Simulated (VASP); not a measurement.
# Cs2BaP2 (P-3m1) in VASP: notebook

Cs2BaP2 is run at these levels: PBE; tasks: single point, relaxation of cell and atoms.

Everything below comes from runs of VASP 6.6.1. Logs are shortened: lines on timing, memory, paths and dates and some standing lists are left out, and cuts for length are marked.

## 1. The cell of the first run

The structure is trigonal, space group P-3m1 (No. 164). The conventional cell has a = 5.151 Å, b = 5.151 Å, c = 8.258 Å, α = 90.00°, β = 90.00°, γ = 120.00°. Cs (site symmetry 3m) has 4 P at 3.18 to 3.29 Å and 3 Cs at 3.67 Å and 3 Ba at 4.26 Å within 4.3 Å. Within 4.6 Å of Ba (site symmetry -3m) lie 6 P at 3.54 Å and 6 Cs at 4.26 Å. P (site symmetry 3m) has 4 Cs at 3.18 to 3.29 Å and 3 Ba at 3.54 Å within 4.2 Å.

## 2. Single point, PBE

INCAR reads:

```
  PREC = Accurate
  ENCUT = 520
  EDIFF = 1E-6
  ISMEAR = 0
  SIGMA = 0.1
  LREAL = False
  LASPH = True
  NELM = 80
  ALGO = Normal
  ISIF = 2
  LWAVE = False
  LCHARG = False
  GGA = PE
  NBANDS = 27
```

KPOINTS reads:

```
regular mesh
0
Gamma
  6 6 2
```

POSCAR reads:

```
Cs2BaP2
1.0
    5.1506685276      0.0000000000      0.0000000000
   -2.5753342638      4.4606097914      0.0000000000
    0.0000000000      0.0000000000      8.2581573254
Cs Ba P
2 1 2
Direct
    0.3333333333      0.6666666667      0.3694400000
    0.6666666667      0.3333333333      0.6305600000
    0.0000000000      0.0000000000      0.0000000000
    0.3333333333      0.6666666667      0.7679300000
    0.6666666667      0.3333333333      0.2320700000
```

Potentials or basis: VASP PAW PBE potentials, release 64 (Cs_sv, Ba_sv, P).

Command:

```bash
$ cat potpaw_PBE.64/Cs_sv/POTCAR potpaw_PBE.64/Ba_sv/POTCAR potpaw_PBE.64/P/POTCAR > POTCAR
$ mpirun -np 1 vasp_std > vasp.out
```

OUTCAR:

```text
PREC = Accurate
   ENCUT = 520
   EDIFF = 1E-6
   ISMEAR = 0
   LREAL = False
   LASPH = True
   NELM = 80
   ISIF = 2
   GGA = PE

 ion  position               nearest neighbor table
   1  0.333  0.667  0.369-
   2  0.667  0.333  0.631-
   3  0.000  0.000  0.000-   4 3.54   5 3.54   5 3.54   4 3.54   5 3.54   4 3.54
   4  0.333  0.667  0.768-   3 3.54   3 3.54   3 3.54
   5  0.667  0.333  0.232-   3 3.54   3 3.54   3 3.54

  LATTYP: Found a hexagonal cell.
 ALAT       =     5.1506685276
 C/A-ratio  =     1.6033175657

  Lattice vectors:

 A1 = (   5.1506685276,   0.0000000000,   0.0000000000)
 A2 = (  -2.5753342638,   4.4606097914,   0.0000000000)
 A3 = (   0.0000000000,   0.0000000000,   8.2581573254)

Analysis of symmetry for initial positions (statically):
=====================================================================
 Subroutine PRICEL returns:
 Original cell was already a primitive cell.

 Routine SETGRP: Setting up the symmetry group for a
 hexagonal supercell.

 Subroutine GETGRP returns: Found 12 space group operations
 (whereof 12 operations were pure point group operations)
 out of a pool of 24 trial point group operations.

The static configuration has the point symmetry D_3d.

Analysis of symmetry for dynamics (positions and initial velocities):
=====================================================================
 Subroutine PRICEL returns:
 Original cell was already a primitive cell.

 Routine SETGRP: Setting up the symmetry group for a
 hexagonal supercell.

 Subroutine GETGRP returns: Found 12 space group operations
 (whereof 12 operations were pure point group operations)
 out of a pool of 24 trial point group operations.

The dynamic configuration has the point symmetry D_3d.

 Subroutine INISYM returns: Found 12 space group operations
 (whereof 12 operations are pure point group operations),
 and found     1 'primitive' translations

----------------------------------------------------------------------------------------

                                     Primitive cell

  volume of cell :     189.7322

  direct lattice vectors                    reciprocal lattice vectors
     5.150668528  0.000000000  0.000000000     0.194149554  0.112092298  0.000000000
    -2.575334264  4.460609791  0.000000000     0.000000000  0.224184595  0.000000000
     0.000000000  0.000000000  8.258157325     0.000000000  0.000000000  0.121092389

  length of vectors
     5.150668528  5.150668528  8.258157325     0.224184595  0.224184595  0.121092389
[... 78 lines left out ...]
   EDIFFG = 0.1E-04   stopping-criterion for IOM
   NSW    =      0    number of steps for IOM
   IBRION =     -1    ionic relax: 0-MD 1-quasi-New 2-CG
   NFREE  =      0    steps in history (QN), initial steepest desc. (CG)
   ISIF   =      2    stress and relaxation
   ISYM   =      2    0-nonsym 1-usesym 2-fastsym
   POTIM  = 0.5000    time-step for ionic-motion
   TEBEG  =    0.0;   TEEND  =   0.0 temperature during run
   PSTRESS=    0.0 pullay stress
   NELECT =      38.0000    total number of electrons
   NUPDOWN=      -1.0000    fix difference up-down
   EMIN   =  10.00;   EMAX   =-10.00  energy-range for DOS
   EFERMI =   0.00;   METHOD = LEGACY
   ISMEAR =     0;   SIGMA  =   0.10  broadening in eV -4-tet -1-fermi 0-gaus
   EFERMI_NEDOS =   21; number of points for ismear=-14 and -15
   IALGO  =     38    algorithm
   IMIX   =      4    mixing-type and parameters
     AMIX     =   0.40;   BMIX     =  1.00
     AMIX_MAG =   1.60;   BMIX_MAG =  1.00
  volume/ion in A,a.u.               =      37.95       256.08
  Fermi-wavevector in a.u.,A,eV,Ry     =   0.957831  1.810039 12.482540  0.917441
  Thomas-Fermi vector in A             =   2.086884
   LORBIT       =      0    0 simple, 1 ext, 2 COOP (PROOUT), +10 PAW based schemes
   GGA     = PE    functional components
   LHFCALC =     F    Hartree Fock is set to
   AEXX    =    0.0000 exact exchange contribution
   IVDW    =     0    specifies the selected vdW correction
   LEPSILON=     F    determine dielectric tensor
   LRPA    =     F    only Hartree local field effects (RPA)
 non-spin polarized calculation
 Gauss-broadening in eV      SIGMA  =   0.10
  energy-cutoff  :      520.00
  volume of cell :      189.73
 maximum number of plane-waves:      5167
 NGX is ok and might be reduce to    40
   NGX = 19   NGY = 19   NGZ = 31

 number of electron      38.0000003 magnetization

 Free energy of the ion-electron system (eV)
  ---------------------------------------------------
  ext. energy  EPLUGINS =         0.00000000
  ---------------------------------------------------
  free energy    TOTEN  =       -14.38151007 eV

  energy without entropy =      -14.32337139  energy(sigma->0) =      -14.35244073

 E-fermi :   1.9074     XC(G=0):  -8.2494

 val. band max:        1.8922151112   @ k =   0.1667  -0.0000   0.5000
 cond. band min:       1.9150886842   @ k =   0.1667   0.1667   0.5000
 fundamental gap:      0.0228735730
 Fermi energy:         1.9073843810

 k-point     1 :       0.0000    0.0000    0.0000
  band No.  band energies     occupation
      1     -25.5927      2.00000
      2     -19.5221      2.00000
      3     -19.1615      2.00000
      4     -10.8851      2.00000
      5     -10.7037      2.00000
      6     -10.7037      2.00000
[... 409 lines left out ...]
     26       6.9299      0.00000
     27       6.9341      0.00000

------------------------ aborting loop because EDIFF is reached ----------------------------------------

  FORCE on cell =-STRESS in cart. coord.  units (eV):
  Direction    XX          YY          ZZ          XY          YZ          ZX
  --------------------------------------------------------------------------------------
  -------------------------------------------------------------------------------------
  Total        3.7541700      3.7541700      3.4653869      0.0000000      0.0000000      0.0000000
  in kB       31.7017716     31.7017716     29.2631669      0.0000000      0.0000000      0.0000000
  external PRESSURE =      30.8889034 kB  Pullay stress =       0.0000000 kB

 VOLUME and BASIS-vectors are now :
 -----------------------------------------------------------------------------
  energy-cutoff  :      520.00
  volume of cell :      189.73
      direct lattice vectors                 reciprocal lattice vectors
     5.150668528  0.000000000  0.000000000     0.194149554  0.112092298  0.000000000
    -2.575334264  4.460609791  0.000000000     0.000000000  0.224184595  0.000000000
     0.000000000  0.000000000  8.258157325     0.000000000  0.000000000  0.121092389

 POSITION                                       TOTAL-FORCE (eV/Angst)
 -----------------------------------------------------------------------------------
     -0.00000      2.97374      3.05089        -0.000000     -0.000000     -0.103325
      2.57533      1.48687      5.20726         0.000000      0.000000      0.103325
      0.00000      0.00000      0.00000         0.000000      0.000000      0.000000
     -0.00000      2.97374      6.34169         0.000000     -0.000000      1.233943
      2.57533      1.48687      1.91647        -0.000000      0.000000     -1.233943
 -----------------------------------------------------------------------------------
    total drift:                                0.000000     -0.000000     -0.000000

  FREE ENERGIE OF THE ION-ELECTRON SYSTEM (eV)
  ---------------------------------------------------
  free  energy   TOTEN  =       -14.3815100689 eV

  energy  without entropy=      -14.3233713899  energy(sigma->0) =      -14.35244073
```

stdout:

```text
POSCAR found type information on POSCAR CsBaP
 POSCAR found :  3 types and       5 ions
 scaLAPACK will be used
 LDA part: xc-table for (Slater+PW92), standard interpolation
 POSCAR, INCAR and KPOINTS ok, starting setup
 FFT: planning ... GRIDC
 FFT: planning ... GRID_SOFT
 FFT: planning ... GRID
 WAVECAR not read
 entering main loop
```

Run time: 1.9 min. Hardware: 1 thread of Intel Xeon Platinum 8488C (Sapphire Rapids), shared host; peak memory 0.33 GiB.

What came out:

| Property | Result |
| --- | --- |
| Free energy | -14.3815 eV |
| Pressure | 3.1 GPa |
| Largest force | 1.234 eV/Å |
| Band gap on the k mesh | zero (bands 19 and 20 overlap by 0.36 eV) |

Forces on the atoms (eV/Å):
```
Cs   0.000  0.000 -0.103
Cs   0.000  0.000  0.103
Ba   0.000  0.000  0.000
P    0.000  0.000  1.234
P    0.000  0.000 -1.234
```

Levels at points of the mesh, in eV from the Fermi level:
```
           k point  band 15  band 16  band 17  band 18  band 19  band 20  band 21  band 22  band 23  band 24
(0.00, 0.00, 0.00)    -0.94    -0.61    -0.61    -0.47    -0.47    -0.29     2.32     2.59     2.59     3.66
(0.50, 0.00, 0.00)    -0.82    -0.52    -0.36    -0.23     0.07     0.18     1.99     3.42     4.05     4.22
(0.00, 0.00, 0.50)    -1.53    -0.93    -0.93    -0.03    -0.03     0.06     3.07     3.10     3.10     3.30
(0.50, 0.00, 0.50)    -1.31    -0.48    -0.14    -0.08    -0.08    -0.02     2.56     3.24     3.90     4.30
```

Caveat: the k points lie up to 0.38 Å⁻¹ apart; spin-orbit coupling is left out, which moves the levels of the heavy elements; forces of over 1 eV/Å act on the atoms, so gaps and moduli don't describe the material at rest.

## 3. Single point, PBE

This run uses another cell than the first one, of 41.50 Å³/atom.

INCAR reads:

```
SYSTEM = Cs2BaP2
PREC     = Accurate       ! precision mode
ENCUT    = 520            ! plane-wave cutoff, eV
EDIFF    = 1E-6           ! SCF threshold, eV
ISMEAR   = 0              ! smearing method
SIGMA    = 0.1            ! smearing width, eV
LREAL    = .False.        ! projectors in reciprocal space
LASPH    = .True.         ! aspherical terms in the spheres
NELM     = 100            ! most SCF steps
ALGO     = Normal         ! electronic algorithm
ISIF     = 2              ! what is computed and relaxed
LWAVE    = .False.        ! write WAVECAR
LCHARG   = .False.        ! write CHGCAR
GGA      = PE             ! functional
NBANDS   = 27             ! bands
```

KPOINTS reads:

```
Automatic mesh
0
Gamma
  6 6 2
  0 0 0
```

POSCAR reads:

```
Cs2BaP2
1.0
    5.3724206060      0.0000000000      0.0000000000
   -2.6862103030      4.6526527246      0.0000000000
    0.0000000000      0.0000000000      8.3006486940
Cs Ba P
2 1 2
Direct
    0.3333333333      0.6666666667      0.3373984705
    0.6666666667      0.3333333333      0.6626015295
    0.0000000000      0.0000000000      0.0000000000
    0.3333333333      0.6666666667      0.8483399286
    0.6666666667      0.3333333333      0.1516600714
```

Potentials or basis: VASP PAW PBE potentials, release 64 (Cs_sv, Ba_sv, P).

Command:

```bash
$ cat potpaw_PBE.64/Cs_sv/POTCAR potpaw_PBE.64/Ba_sv/POTCAR potpaw_PBE.64/P/POTCAR > POTCAR
$ mpirun -np 1 vasp_std > vasp.out
```

OUTCAR:

```text
SYSTEM = Cs2BaP2
   PREC = Accurate
   ENCUT = 520
   EDIFF = 1E-6
   ISMEAR = 0
   LREAL = .False.
   LASPH = .True.
   NELM = 100
   ISIF = 2
   GGA = PE

 ion  position               nearest neighbor table
   1  0.333  0.667  0.337-
   2  0.667  0.333  0.663-
   3  0.000  0.000  0.000-   4 3.35   5 3.35   4 3.35   5 3.35   5 3.35   4 3.35
   4  0.333  0.667  0.848-   3 3.35   3 3.35   3 3.35
   5  0.667  0.333  0.152-   3 3.35   3 3.35   3 3.35

  LATTYP: Found a hexagonal cell.
 ALAT       =     5.3724206060
 C/A-ratio  =     1.5450481827

  Lattice vectors:

 A1 = (   5.3724206060,   0.0000000000,   0.0000000000)
 A2 = (  -2.6862103030,   4.6526527246,   0.0000000000)
 A3 = (   0.0000000000,   0.0000000000,   8.3006486940)

Analysis of symmetry for initial positions (statically):
=====================================================================
 Subroutine PRICEL returns:
 Original cell was already a primitive cell.

 Routine SETGRP: Setting up the symmetry group for a
 hexagonal supercell.
[... 160 lines left out ...]

  energy without entropy =      -15.31203115  energy(sigma->0) =      -15.33318329

 E-fermi :   1.8778     XC(G=0):  -7.8840

 val. band max:        1.8767840211   @ k =   0.1667   0.0000   0.5000
 cond. band min:       1.8962888758   @ k =   0.5000  -0.0000   0.0000
 fundamental gap:      0.0195048547
 Fermi energy:         1.8777846224

 k-point     1 :       0.0000    0.0000    0.0000
  band No.  band energies     occupation
      1     -25.3145      2.00000
      2     -20.2513      2.00000
      3     -20.1390      2.00000
      4     -10.7742      2.00000
      5     -10.4715      2.00000
      6     -10.4715      2.00000
[... 409 lines left out ...]
     26       6.2371      0.00000
     27       6.2371      0.00000

------------------------ aborting loop because EDIFF is reached ----------------------------------------

  FORCE on cell =-STRESS in cart. coord.  units (eV):
  Direction    XX          YY          ZZ          XY          YZ          ZX
  --------------------------------------------------------------------------------------
  -------------------------------------------------------------------------------------
  Total        0.3814797      0.3814797      0.4795774     -0.0000000      0.0000000      0.0000000
  in kB        2.9457731      2.9457731      3.7032805     -0.0000000      0.0000000      0.0000000
  external PRESSURE =       3.1982756 kB  Pullay stress =       0.0000000 kB

 VOLUME and BASIS-vectors are now :
 -----------------------------------------------------------------------------
  energy-cutoff  :      520.00
  volume of cell :      207.48
      direct lattice vectors                 reciprocal lattice vectors
     5.372420606  0.000000000  0.000000000     0.186135836  0.107465575  0.000000000
    -2.686210303  4.652652725  0.000000000     0.000000000  0.214931150  0.000000000
     0.000000000  0.000000000  8.300648694     0.000000000  0.000000000  0.120472512

 POSITION                                       TOTAL-FORCE (eV/Angst)
 -----------------------------------------------------------------------------------
     -0.00000      3.10177      2.80063         0.000000      0.000000     -0.016237
      2.68621      1.55088      5.50002        -0.000000     -0.000000      0.016237
      0.00000      0.00000      0.00000        -0.000000      0.000000      0.000000
     -0.00000      3.10177      7.04177         0.000000      0.000000     -0.033326
      2.68621      1.55088      1.25888        -0.000000      0.000000      0.033326
 -----------------------------------------------------------------------------------
    total drift:                                0.000000      0.000000     -0.000000

  FREE ENERGIE OF THE ION-ELECTRON SYSTEM (eV)
  ---------------------------------------------------
  free  energy   TOTEN  =       -15.3543354268 eV

  energy  without entropy=      -15.3120311475  energy(sigma->0) =      -15.33318329
```

stdout:

```text
POSCAR found type information on POSCAR CsBaP
 POSCAR found :  3 types and       5 ions
 scaLAPACK will be used
 LDA part: xc-table for (Slater+PW92), standard interpolation
 POSCAR, INCAR and KPOINTS ok, starting setup
 FFT: planning ... GRIDC
 FFT: planning ... GRID_SOFT
 FFT: planning ... GRID
 WAVECAR not read
 entering main loop
```

It took 1.9 min on 1 thread of Intel Xeon Platinum 8488C (Sapphire Rapids), shared host; peak memory 0.34 GiB.

What came out:

| Item | Value |
| --- | --- |
| Free energy | -15.3543 eV |
| Pressure | 0.3 GPa |
| Largest force | 0.033 eV/Å |
| Band gap on the k mesh | zero (bands 19 and 20 overlap by 0.14 eV) |

Forces on the atoms (eV/Å):
```
Cs   0.000  0.000 -0.016
Cs   0.000  0.000  0.016
Ba   0.000  0.000  0.000
P    0.000  0.000 -0.033
P    0.000  0.000  0.033
```

Caveat: the k points lie up to 0.38 Å⁻¹ apart; spin-orbit coupling is left out, which moves the levels of the heavy elements.

## 4. Relaxation of cell and atoms, PBE

INCAR reads:

```
SYSTEM = Cs2BaP2
PREC = Accurate ; ENCUT = 600
EDIFF = 1E-7 ; ISMEAR = 0
SIGMA = 0.1 ; LREAL = .False.
LASPH = .True. ; NELM = 60
ALGO = Normal ; ISIF = 3
LWAVE = .False. ; LCHARG = .False.
GGA = PE ; IBRION = 2
NSW = 90 ; EDIFFG = -0.04
```

KPOINTS is that of step 3.

POSCAR reads:

```
Cs2BaP2
1.0
    5.1506685276      0.0000000000      0.0000000000
   -2.5753342638      4.4606097914      0.0000000000
    0.0000000000      0.0000000000      8.2581573254
Cs Ba P
2 1 2
Direct
    0.3333333333      0.6666666667      0.3694400000
    0.6666666667      0.3333333333      0.6305600000
    0.0000000000      0.0000000000      0.0000000000
    0.3333333333      0.6666666667      0.7679300000
    0.6666666667      0.3333333333      0.2320700000
```

Command:

```bash
$ cat potpaw_PBE.64/Cs_sv/POTCAR potpaw_PBE.64/Ba_sv/POTCAR potpaw_PBE.64/P/POTCAR > POTCAR
$ mpirun -np 1 vasp_std > vasp.out
```

It took 23 min on 1 thread of Intel Xeon Platinum 8488C (Sapphire Rapids), shared host; peak memory 0.41 GiB.

It converged, with:

| Quantity | Value |
| --- | --- |
| Free energy | -15.3624 eV |
| Relaxed volume | 42.72 Å³/atom |
| Relaxed cell | a = 5.385 Å, b = 5.385 Å, c = 8.507 Å, α = 90.00°, β = 90.00°, γ = 120.00° |
| Space group after relaxing (to 0.1 Å) | P-3m1 (No. 164) |
| Energy gained by relaxing | 196.1 meV/atom |
| Ionic steps | 14 |
| Pressure after relaxing | 0.0 GPa |
| Largest force after relaxing | 0.016 eV/Å |
| Band gap on the k mesh | zero (bands 19 and 20 overlap by 0.12 eV) |

Forces on the atoms (eV/Å):
```
Cs   0.000  0.000 -0.016
Cs   0.000  0.000  0.016
Ba   0.000  0.000  0.000
P    0.000  0.000 -0.002
P    0.000  0.000  0.002
```

Stress tensor (GPa, compression positive):
```
-0.06  0.00  0.00
 0.00 -0.06  0.00
 0.00  0.00  0.09
```

Step by step:
```tsv
step	energy change (eV)	largest force (eV/Å)	pressure (GPa)	volume (Å³)
1	0.0000	1.2339	3.10	189.73
2	-0.3486	0.9330	0.48	210.59
3	-0.4035	0.7811	-0.73	225.48
4	-0.5000	0.7182	-0.66	223.30
5	-0.7350	0.4948	-0.40	216.83
6	-0.8873	0.3362	0.60	204.22
7	-0.8971	0.2961	0.32	206.90
8	-0.9311	0.2751	-0.22	212.72
9	-0.9369	0.2646	-0.51	216.37
10	-0.9585	0.1946	-0.33	214.46
11	-0.9741	0.0833	0.08	210.76
12	-0.9742	0.0816	0.06	210.97
13	-0.9765	0.0622	0.04	211.63
14	-0.9805	0.0165	-0.01	213.61
```

Final structure:
```
Cs Ba P
1.0
     5.38456    0.00000    0.00000
    -2.69228    4.66317    0.00000
     0.00000    0.00000    8.50730
Cs Ba P
2 1 2
Cartesian
  0.0000 3.1088 2.8398
  2.6923 1.5544 5.6675
  0.0000 0.0000 0.0000
  0.0000 3.1088 7.2173
  2.6923 1.5544 1.2900
```

Levels at points of the mesh, in eV from the Fermi level:
```tsv
k point	band 16	band 17	band 18	band 19	band 20	band 21	band 22	band 23
(0.00, 0.00, 0.00)	-1.23	-1.23	-0.10	-0.07	-0.07	1.45	2.30	2.30
(0.50, 0.00, 0.00)	-0.54	-0.43	-0.40	-0.16	0.01	1.72	2.34	3.52
(0.00, 0.00, 0.50)	-1.29	-1.29	-0.56	0.05	0.05	2.46	2.68	2.69
(0.50, 0.00, 0.50)	-0.74	-0.42	-0.41	-0.03	-0.01	2.25	2.35	3.38
```

Caveat: the k points lie up to 0.37 Å⁻¹ apart in the final cell; spin-orbit coupling is left out, which moves the levels of the heavy elements.

[end of part 1 of 2]

The gap in the log of VASP goes by the Fermi energy; the results here count the filled bands.